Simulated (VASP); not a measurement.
# Zn (P6_3/mmc) in VASP: vibrations by perturbation theory with PBEsol

Aim: the vibrations by perturbation theory of Zn with PBEsol.

Everything below comes from runs of VASP 6.6.1. Logs are shortened: lines on timing, memory, paths and dates and some standing lists are left out, and cuts for length are marked.

## 1. The cell of the first run

Symmetry: P6_3/mmc, No. 194, hexagonal system. Conventional cell: a = 2.589 Å, b = 2.589 Å, c = 4.922 Å, α = 90.00°, β = 90.00°, γ = 120.00°. Within 3.4 Å of Zn (site symmetry -6m2) lie 12 Zn at 2.59 to 2.88 Å.

## 2. Vibrations by perturbation theory, PBEsol

The input, INCAR:

```
SYSTEM = Zn
ALGO     = Normal         ! electronic algorithm
EDIFF    = 1E-8           ! SCF threshold, eV
ENCUT    = 520            ! plane-wave cutoff, eV
GGA      = PS             ! functional
IBRION   = 8              ! ionic algorithm
ISIF     = 2              ! what is computed and relaxed
ISMEAR   = -1             ! smearing method
LASPH    = .True.         ! aspherical terms in the spheres
LCHARG   = .True.         ! write CHGCAR
LREAL    = .False.        ! projectors in reciprocal space
LWAVE    = .False.        ! write WAVECAR
NBANDS   = 19             ! bands
NELM     = 80             ! most SCF steps
NSW      = 1              ! ionic steps
PREC     = Accurate       ! precision mode
SIGMA    = 0.15           ! smearing width, eV
```

The input, KPOINTS:

```
k-points
0
Gamma
  15 15 8
  0 0 0
```

The input, POSCAR:

```
Zn
1.0
    2.5894514763      0.0000000000      0.0000000000
   -1.2947257382      2.2425307604      0.0000000000
    0.0000000000      0.0000000000      4.9224560527
Zn
2
Direct
    0.3333333333      0.6666666667      0.2500000000
    0.6666666667      0.3333333333      0.7500000000
```

Potentials or basis: VASP PAW PBE potentials, release 64 (Zn).

Started as:

```bash
> cat potpaw_PBE.64/Zn/POTCAR > POTCAR
> mpirun -np 1 vasp_std > vasp.out
```

OUTCAR:

```text
SYSTEM = Zn
   EDIFF = 1E-8
   ENCUT = 520
   GGA = PS
   IBRION = 8
   ISIF = 2
   ISMEAR = -1
   LASPH = .True.
   LREAL = .False.
   NELM = 80
   NSW = 1
   PREC = Accurate

 ion  position               nearest neighbor table
   1  0.333  0.667  0.250-   2 2.88   2 2.88   2 2.88   2 2.88   2 2.88   2 2.88
   2  0.667  0.333  0.750-   1 2.88   1 2.88   1 2.88   1 2.88   1 2.88   1 2.88

  LATTYP: Found a hexagonal cell.
 ALAT       =     2.5894514763
 C/A-ratio  =     1.9009647787

  Lattice vectors:

 A1 = (   2.5894514763,   0.0000000000,   0.0000000000)
 A2 = (  -1.2947257382,   2.2425307604,   0.0000000000)
 A3 = (   0.0000000000,   0.0000000000,   4.9224560527)

Analysis of symmetry for initial positions (statically):
=====================================================================
 Subroutine PRICEL returns:
 Original cell was already a primitive cell.

 Routine SETGRP: Setting up the symmetry group for a
 hexagonal supercell.

 Subroutine GETGRP returns: Found 24 space group operations
 (whereof 12 operations were pure point group operations)
 out of a pool of 24 trial point group operations.

The static configuration has the point symmetry D_3d.
 The point group associated with its full space group is D_6h.

Analysis of symmetry for dynamics (positions and initial velocities):
=====================================================================
 Subroutine PRICEL returns:
 Original cell was already a primitive cell.

 Routine SETGRP: Setting up the symmetry group for a
 hexagonal supercell.

 Subroutine GETGRP returns: Found 24 space group operations
 (whereof 12 operations were pure point group operations)
 out of a pool of 24 trial point group operations.

The dynamic configuration has the point symmetry D_3d.
 The point group associated with its full space group is D_6h.

 Subroutine INISYM returns: Found 24 space group operations
 (whereof 12 operations are pure point group operations),
 and found     1 'primitive' translations

----------------------------------------------------------------------------------------

                                     Primitive cell

  volume of cell :      28.5843

  direct lattice vectors                    reciprocal lattice vectors
     2.589451476  0.000000000  0.000000000     0.386182174  0.222962382  0.000000000
    -1.294725738  2.242530760  0.000000000     0.000000000  0.445924764  0.000000000
     0.000000000  0.000000000  4.922456053     0.000000000  0.000000000  0.203150620

  length of vectors
     2.589451476  2.589451476  4.922456053     0.445924764  0.445924764  0.203150620

  position of ions in fractional coordinates (direct lattice)
     0.333333333  0.666666667  0.250000000
     0.666666667  0.333333333  0.750000000

  ion indices of the primitive-cell ions
   primitive index   ion index
                 1           1
                 2           2

----------------------------------------------------------------------------------------

 KPOINTS: k-points

Automatic generation of k-mesh.
 Grid dimensions read from file:
 generate k-points for:   15   15    8

 Generating k-lattice:

  Cartesian coordinates                     Fractional coordinates (reciprocal lattice)
     0.025745478  0.014864159  0.000000000     0.066666667  0.000000000  0.000000000
     0.000000000  0.029728318  0.000000000     0.000000000  0.066666667  0.000000000
     0.000000000  0.000000000  0.025393828     0.000000000  0.000000000  0.125000000

  Length of vectors
     0.029728318  0.029728318  0.025393828

  Shift w.r.t. Gamma in fractional coordinates (k-lattice)
     0.000000000  0.000000000  0.000000000

 Subroutine IBZKPT returns following result:
 ===========================================

 Found    135 irreducible k-points:

 Following reciprocal coordinates:
            Coordinates               Weight
  0.000000  0.000000  0.000000      1.000000
  0.066667 -0.000000  0.000000      6.000000
[... 39 lines left out ...]
   ENCUT  =  520.0 eV  38.22 Ry    6.18 a.u.   4.81  4.81  9.15*2*pi/ulx,y,z
   NELM   =     80;   NELMIN=  2; NELMDL= -5     # of ELM steps
   EDIFF  = 0.1E-07   stopping-criterion for ELM
   LREAL  =      F    real-space projection
   EDIFFG = 0.1E-06   stopping-criterion for IOM
   NSW    =      1    number of steps for IOM
   IBRION =      8    ionic relax: 0-MD 1-quasi-New 2-CG
   NFREE  =      0    steps in history (QN), initial steepest desc. (CG)
   ISIF   =      2    stress and relaxation
   ISYM   =      2    0-nonsym 1-usesym 2-fastsym
   POTIM  = 0.5000    time-step for ionic-motion
   TEBEG  =    0.0;   TEEND  =   0.0 temperature during run
   PSTRESS=    0.0 pullay stress
   NELECT =      24.0000    total number of electrons
   NUPDOWN=      -1.0000    fix difference up-down
   EMIN   =  10.00;   EMAX   =-10.00  energy-range for DOS
   EFERMI =   0.00;   METHOD = LEGACY
   ISMEAR =    -1;   SIGMA  =   0.15  broadening in eV -4-tet -1-fermi 0-gaus
   EFERMI_NEDOS =   21; number of points for ismear=-14 and -15
   IALGO  =     38    algorithm
   IMIX   =      4    mixing-type and parameters
     AMIX     =   0.40;   BMIX     =  1.00
     AMIX_MAG =   1.60;   BMIX_MAG =  1.00
  volume/ion in A,a.u.               =      14.29        96.45
  Fermi-wavevector in a.u.,A,eV,Ry     =   1.544434  2.918556 32.453637  2.385275
  Thomas-Fermi vector in A             =   2.649955
   LORBIT       =      0    0 simple, 1 ext, 2 COOP (PROOUT), +10 PAW based schemes
   GGA     = PS    functional components
   LHFCALC =     F    Hartree Fock is set to
   AEXX    =    0.0000 exact exchange contribution
   IVDW    =     0    specifies the selected vdW correction
   LEPSILON=     F    determine dielectric tensor
   LRPA    =     F    only Hartree local field effects (RPA)
 non-spin polarized calculation
  energy-cutoff  :      520.00
  volume of cell :       28.58
 maximum number of plane-waves:       787
 NGX is ok and might be reduce to    20
   NGX =  9   NGY =  9   NGZ = 19

--------------------------------------- Ionic step        1  -------------------------------------------

 number of electron      24.0000007 magnetization

 Free energy of the ion-electron system (eV)
  ---------------------------------------------------
  ext. energy  EPLUGINS =         0.00000000
  ---------------------------------------------------
  free energy    TOTEN  =        -3.18515238 eV

  energy without entropy =       -3.15896265  energy(sigma->0) =       -3.17205752

 E-fermi :   3.4070     XC(G=0): -12.0257

 val. band max:        3.3697280722   @ k =   0.0000   0.0000   0.2500
 cond. band min:       3.5023426986   @ k =   0.0667  -0.0000   0.2500
 fundamental gap:      0.1326146264
 Fermi energy:         3.4070309168

 k-point     1 :       0.0000    0.0000    0.0000
  band No.  band energies     occupation
      1      -7.5398      2.00000
      2      -5.5581      2.00000
      3      -4.7353      2.00000
      4      -4.4460      2.00000
      5      -4.4460      2.00000
      6      -4.3952      2.00000
[... 505 lines left out ...]
      6      -4.2583      2.00000
[... 11 lines left out ...]
     18      13.8025      0.00000
     19      15.1426      0.00000

 [... further k-points ...]

------------------------ aborting loop because EDIFF is reached ----------------------------------------

  FORCE on cell =-STRESS in cart. coord.  units (eV):
  Direction    XX          YY          ZZ          XY          YZ          ZX
  --------------------------------------------------------------------------------------
  -------------------------------------------------------------------------------------
  Total        0.1062687      0.1062687      0.0512415     -0.0000000     -0.0000000      0.0000000
  in kB        5.9564557      5.9564557      2.8721332     -0.0000000     -0.0000000      0.0000000
  external PRESSURE =       4.9283482 kB  Pullay stress =       0.0000000 kB

 VOLUME and BASIS-vectors are now :
 -----------------------------------------------------------------------------
  energy-cutoff  :      520.00
  volume of cell :       28.58
      direct lattice vectors                 reciprocal lattice vectors
     2.589451476  0.000000000  0.000000000     0.386182174  0.222962382  0.000000000
    -1.294725738  2.242530760  0.000000000     0.000000000  0.445924764  0.000000000
     0.000000000  0.000000000  4.922456053     0.000000000  0.000000000  0.203150620

 POSITION                                       TOTAL-FORCE (eV/Angst)
 -----------------------------------------------------------------------------------
     -0.00000      1.49502      1.23061        -0.000000      0.000000      0.000000
      1.29473      0.74751      3.69184         0.000000     -0.000000      0.000000
 -----------------------------------------------------------------------------------
    total drift:                               -0.000000      0.000000      0.000000

  FREE ENERGIE OF THE ION-ELECTRON SYSTEM (eV)
  ---------------------------------------------------
  free  energy   TOTEN  =        -3.1851523813 eV

  energy  without entropy=       -3.1589626533  energy(sigma->0) =       -3.17205752

[... ionic steps 2 to 3 ...]

--------------------------------------- Ionic step        4  -------------------------------------------

------------------------ aborting loop because EDIFF is reached ----------------------------------------

[... ionic steps 5 to 5 ...]

--------------------------------------- Ionic step        6  -------------------------------------------

 Free energy of the ion-electron system (eV)
  ---------------------------------------------------
  ---------------------------------------------------
  free energy    TOTEN  =        -0.22221071 eV

  energy without entropy =       -0.22221071

------------------------ aborting loop because EDIFF is reached ----------------------------------------

 INTERNAL STRAIN TENSOR  FOR ION    1  DIRECTION 3   (eV/Angst):
 -----------------------------------------------------------------------------
     0.00041  0.00000  0.00000
     0.00000  0.00041  0.00000
    -0.00000  0.00000  0.00493

 INTERNAL STRAIN TENSOR FOR ION    2 for displacements in x,y,z  (eV/Angst):
          X           Y           Z          XY          YZ          ZX
  --------------------------------------------------------------------------------
  x     0.00000    -0.00000     0.00000    -0.18933     0.00000     0.00000
  y    -0.18933     0.18933    -0.00000    -0.00000     0.00000     0.00000
  z     0.00000     0.00000    -0.00000     0.00000     0.00000     0.00000

 SECOND DERIVATIVES (NOT SYMMETRIZED)
 ------------------------------------
               1X          1Y          1Z          2X          2Y          2Z
  1X    -0.635645    0.000000    0.000000    0.635645   -0.000000    0.000000
  1Y     0.000000   -0.635645    0.000000   -0.000000    0.635645    0.000000
  1Z     0.000000   -0.000000   -2.496526    0.000000    0.000000    2.496526
  2X     0.635645   -0.000000    0.000000   -0.635645    0.000000    0.000000
  2Y    -0.000000    0.635645    0.000000    0.000000   -0.635645    0.000000
  2Z     0.000000    0.000000    2.496526    0.000000   -0.000000   -2.496526

 Eigenvectors and eigenvalues of the dynamical matrix
 ----------------------------------------------------

   1 f  =    4.319944 THz    27.143008 2PiTHz  144.097818 cm-1    17.865844 meV
             X         Y         Z           dx          dy          dz
     -0.000000  1.495021  1.230614     0.000000    0.000000    0.707107
      1.294726  0.747510  3.691842     0.000000    0.000000   -0.707107
[... 16 lines left out ...]
   5 f  =    0.000000 THz     0.000000 2PiTHz    0.000000 cm-1     0.000000 meV
             X         Y         Z           dx          dy          dz
     -0.000000  1.495021  1.230614     0.000000    0.000000    0.707107
      1.294726  0.747510  3.691842     0.000000    0.000000    0.707107

   6 f/i=    0.000000 THz     0.000000 2PiTHz    0.000001 cm-1     0.000000 meV
             X         Y         Z           dx          dy          dz
     -0.000000  1.495021  1.230614    -0.295820   -0.642254    0.000000
      1.294726  0.747510  3.691842    -0.295820   -0.642254    0.000000

--------------------------------------------------------------------------------------------------------

 ELASTIC MODULI CONTR FROM IONIC RELAXATION (kBar)
 Direction    XX          YY          ZZ          XY          YZ          ZX
 --------------------------------------------------------------------------------
 XX          -3.1608      3.1608     -0.0000      0.0000      0.0000     -0.0000
 YY           3.1608     -3.1608      0.0000      0.0000      0.0000      0.0000
 ZZ          -0.0000      0.0000     -0.0000     -0.0000      0.0000      0.0000
 XY           0.0000      0.0000     -0.0000     -3.1608      0.0000     -0.0000
 YZ           0.0000      0.0000      0.0000      0.0000      0.0000      0.0000
 ZX          -0.0000      0.0000      0.0000     -0.0000      0.0000     -0.0000
 --------------------------------------------------------------------------------
```

It took 3.9 min on 1 thread of Intel Xeon 6975P-C (Granite Rapids), shared host; peak memory 0.62 GiB.

What came out:

* Highest phonon frequency at Γ: 144 cm⁻¹

Phonon frequencies in cm⁻¹ (negative: imaginary):
```csv
q point,frequencies
"(0.000, 0.000, 0.000)",0 0 0 73 73 144
```

Caveat: the PAW data sets were made with another functional, which shifts forces and pressure a little.
